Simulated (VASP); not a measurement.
Input of a VASP 6.6.1 run:

File INCAR:

```
SYSTEM = MgCd2SeS2
ALGO = Normal ; EDIFF = 1E-6
EDIFFG = -0.01 ; ENCUT = 600
GGA = PE ; IBRION = 2
ISIF = 3 ; ISMEAR = 0
LASPH = .True. ; LCHARG = .False.
LREAL = .False. ; LWAVE = .False.
NELM = 100 ; NSW = 100
PREC = Accurate ; SIGMA = 0.1
```

KPOINTS

```
k-points
0
Gamma
  8 8 6
  0 0 0
```

The input POSCAR:

```
MgCd2SeS2
1.0
    4.7688460300      0.0000000000      0.0000000000
    0.0000000000      4.7688460300      0.0000000000
    0.0000000000      0.0000000000      6.4120343000
Mg Cd Se S
1 2 1 2
Direct
    0.0000000000      0.0000000000      0.5000000000
    0.5000000000      0.5000000000      0.2536999900
    0.5000000000      0.5000000000      0.7463000100
    0.0000000000      0.0000000000      0.0000000000
    0.0000000000      0.5000000000      0.0000000000
    0.5000000000      0.0000000000      0.0000000000
```

Potentials or basis: VASP PAW PBE potentials, release 64 (Mg, Cd, Se, S).

The run is started by

```sh
$ cat potpaw_PBE.64/Mg/POTCAR potpaw_PBE.64/Cd/POTCAR potpaw_PBE.64/Se/POTCAR potpaw_PBE.64/S/POTCAR > POTCAR
$ mpirun -np 1 vasp_std > vasp.out
```

Problem. Predict the relaxed cell.

Solution. a = 5.168 Å, b = 5.168 Å, c = 5.522 Å, α = 90.00°, β = 90.00°, γ = 90.00°.

Problem. Predict the relaxed volume.

Solution. 24.58 Å³/atom.

Problem. What does it give for the band gap on the k mesh?

Solution. Zero (bands 22 and 23 overlap by 1.99 eV).

Problem. What does it give for the space group after relaxing (to 0.1 Å)?

Solution. P4/mmm (No. 123).

The path:
| step | energy change (eV) | largest force (eV/Å) | pressure (GPa) | volume (Å³) |
| --- | --- | --- | --- | --- |
| 1 | 0.0000 | 0.7295 | 2.01 | 145.82 |
| 2 | -0.3605 | 0.4425 | -1.21 | 152.11 |
| 3 | -0.4483 | 0.1585 | -2.57 | 156.08 |
| 4 | -0.4562 | 0.0536 | -2.84 | 157.14 |
| 5 | -0.6341 | 0.5761 | -0.41 | 148.12 |
| 6 | -0.6388 | 0.7421 | 0.11 | 146.68 |
| 7 | -0.6840 | 0.2787 | 0.74 | 144.99 |
| 8 | -0.6860 | 0.1411 | 0.90 | 144.58 |
| 9 | -0.6942 | 0.0701 | -0.19 | 148.00 |
| 10 | -0.6949 | 0.0290 | 0.03 | 147.27 |
| 11 | -0.6949 | 0.0319 | 0.02 | 147.33 |
| 12 | -0.6949 | 0.0005 | -0.02 | 147.45 |
